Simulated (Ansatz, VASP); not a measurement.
NaPbBr3: VASP beside Ansatz

```
Na Pb Br
1.0
     5.99851    0.00000    0.00000
     0.00000    5.99851    0.00000
     0.00000    0.00000    5.99851
Na Pb Br
1 1 3
Direct
  0.00000 0.00000 0.00000
  0.50000 0.50000 0.50000
  0.50000 0.50000 0.00000
  0.50000 0.00000 0.50000
  0.00000 0.50000 0.50000
```

Change from the starting cell: hydrostatic strain +1.5%.

Alike in both runs: task single point; functional r2SCAN; k mesh 4 × 4 × 4; no spin polarisation.

|  | VASP | Ansatz |
| --- | --- | --- |
| version | VASP 6.6.1 | Ansatz 0.2.0 |
| potentials or method | VASP PAW PBE potentials, release 64 (Na_pv, Pb_d, Br) | plane waves, PAW |
| plane-wave cutoff (eV) | 520 | 500 |
| occupations | gaussian, width 0.01 eV | fixed |
| valence electrons in the cell | 42 | 44 |

```csv
,VASP,Ansatz,Ansatz less VASP
gap on the k mesh at the Fermi level (eV),2.20,2.19,-0.012
pressure (GPa),-0.8,-0.8,+0.02
```

VASP's potentials were made for PBE, not for r2SCAN. VASP's potentials hold 42 valence electrons a cell and Ansatz's 44, so a difference there can come from the potentials and not from the codes.

Neither program's run includes spin-orbit coupling.
